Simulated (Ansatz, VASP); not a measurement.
One calculation of Sr, two programs

```
Sr
1.0
     0.00000    2.99904    2.99904
     2.99904    0.00000    2.99904
     2.99904    2.99904    0.00000
Sr
1
Direct
  0.00000 0.00000 0.00000
```

Alike in both runs: functional PBE; k mesh 8 × 8 × 8; occupations gaussian, width 0.1 eV; no spin polarisation.

Ansatz relaxed the structure, and its values are those at the end. VASP's run is a single point on that final structure, the one shown.

```csv
,VASP,Ansatz
version,VASP 6.6.1,Ansatz 0.2.0
potentials or method,"VASP PAW PBE potentials, release 64 (Sr_sv), cutoff 500 eV","scalar-relativistic, plane waves, PAW"
valence electrons in the cell,10,10
```

Ansatz gave:

* gap on the k mesh at the Fermi level (eV): none
* pressure (GPa): 0.1

Estimate VASP's values.

gap on the k mesh at the Fermi level (eV): none; pressure (GPa): 0.2.

A gap of «none» marks a metal or a gap that the smearing closes. With one functional, cell and mesh, what is left measures potentials, basis and numerics.
